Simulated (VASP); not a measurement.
A run of VASP 6.6.1 is set up as follows.

Contents of INCAR:

```
  PREC = Accurate
  ENCUT = 520
  EDIFF = 1E-6
  ISMEAR = -1
  SIGMA = 0.05
  LREAL = F
  LASPH = T
  NELM = 60
  ALGO = Normal
  ISIF = 2
  LWAVE = F
  LCHARG = F
  GGA = PE
  NBANDS = 44
```

The input KPOINTS:

```
Automatic mesh
0
Gamma
  7 4 4
```

The input POSCAR:

```
CuO
1.0
    2.3418500000     -1.7113000000      0.0000000000
   -1.4918200000     -1.7113000000     -5.0578700000
    2.3418500000      5.1339000000      0.0000000000
Cu O
4 4
Direct
    0.3213271600      0.9565765600      0.2905417800
    0.6786728400      0.0434234400      0.7094582200
    0.3225567000      0.5218645100      0.6836463300
    0.6774433000      0.4781354900      0.3163536700
    0.4176716400      0.7073204800      0.0098998500
    0.4139283600      0.7926795200      0.6585001500
    0.2249395900      0.3481680500      0.0734239800
    0.9434604100      0.1518319500      0.2581760200
```

Potentials or basis: VASP PAW PBE potentials, release 64 (Cu, O).

Command:

```sh
$ cat potpaw_PBE.64/Cu/POTCAR potpaw_PBE.64/O/POTCAR > POTCAR
$ mpirun -np 1 vasp_std > vasp.out
```

Predict the band gap on the k mesh.

zero (band 34 reaches 5.79 eV, above the bottom of band 35 at 5.54 eV).

Estimate the pressure.

56.6 GPa.

Estimate the largest force.

16.339 eV/Å.

Stress tensor (GPa, compression positive):
```
48.59  3.17 -2.50
 3.17 40.83 21.06
-2.50 21.06 80.51
```

Caveat: semilocal functionals often make such compounds metallic where correlation or magnetic order opens a gap, which also shifts bond lengths; forces of over 1 eV/Å act on the atoms, so gaps and moduli don't describe the material at rest. With open d or f shells a metallic result of PBE can be an artefact of self-interaction; +U or a hybrid may open a gap.
